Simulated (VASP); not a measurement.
A run of VASP 6.6.1:

File INCAR:

```
ALGO     = Normal         # electronic algorithm
EDIFF    = 1E-6           # SCF threshold, eV
ENCUT    = 520            # plane-wave cutoff, eV
GGA      = PE             # functional
ISIF     = 2              # what is computed and relaxed
ISMEAR   = 1              # smearing method
LASPH    = True           # aspherical terms in the spheres
LCHARG   = True           # write CHGCAR
LELF     = True           # ELF
LREAL    = False          # projectors in reciprocal space
LVHAR    = True         
LWAVE    = False          # write WAVECAR
NBANDS   = 35             # bands
NELM     = 80             # most SCF steps
PREC     = Accurate       # precision mode
SIGMA    = 0.05           # smearing width, eV
```

KPOINTS

```
k-points
0
Gamma
  8 8 2
```

The input POSCAR:

```
MoS2
1.0
    3.1795283165      0.0000000000      0.0000000000
   -1.5897641583      2.7535527912      0.0000000000
    0.0000000000      0.0000000000     12.3649438224
Mo S
2 4
Direct
    0.3333333333      0.6666666667      0.2500000000
    0.6666666667      0.3333333333      0.7500000000
    0.3333333333      0.6666666667      0.6230000000
    0.6666666667      0.3333333333      0.1230000000
    0.3333333333      0.6666666667      0.8770000000
    0.6666666667      0.3333333333      0.3770000000
```

Potentials or basis: VASP PAW PBE potentials, release 64 (Mo_sv, S).

Run with:

```bash
$ cat potpaw_PBE.64/Mo_sv/POTCAR potpaw_PBE.64/S/POTCAR > POTCAR
$ mpirun -np 1 vasp_std > vasp.out
```

Hardware: 1 thread of Intel(R) Xeon(R) Platinum 8488C (Sapphire Rapids) (shared host).

**Question.** Estimate the wall time of this run.

**Answer.** Wall time 71 s on 1 thread of Intel(R) Xeon(R) Platinum 8488C (Sapphire Rapids), on a shared host, peak memory 0.25 GiB. Counts: scf iterations 15, k points 20.
